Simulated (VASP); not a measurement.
Runs of VASP 6.6.1 on TiH2. The structure is that of space group I4/mmm (No. 139), or close to it. The cells are those of the table. 

```tsv
cell	gap on the mesh (eV)	pressure (GPa)
a = 3.176, b = 3.176, c = 4.140 Å, 6 atoms	none	0.0
a = 3.194, b = 3.194, c = 4.077 Å, 6 atoms	none	(b)
a = 3.200, b = 3.200, c = 4.015 Å, 6 atoms	none	(a)
a = 3.209, b = 3.209, c = 4.015 Å, 6 atoms	none	0.9
a = 3.212, b = 3.212, c = 3.953 Å, 6 atoms	none	2.9
```

Alike in all rows: task single point; level PBEsol; potentials or basis VASP PAW PBE potentials, release 64 (Ti_sv, H); no spin polarisation; k mesh 12 × 12 × 8; cutoff (eV) 520; smearing gaussian 0.1 eV.

Question: Fill in the values left out.

Answer: (a) 1.9; (b) 0.3.

Caveats: the PAW data sets were made with another functional, which shifts forces and pressure a little.

A gap of «none» marks levels without a gap at the run's occupations.
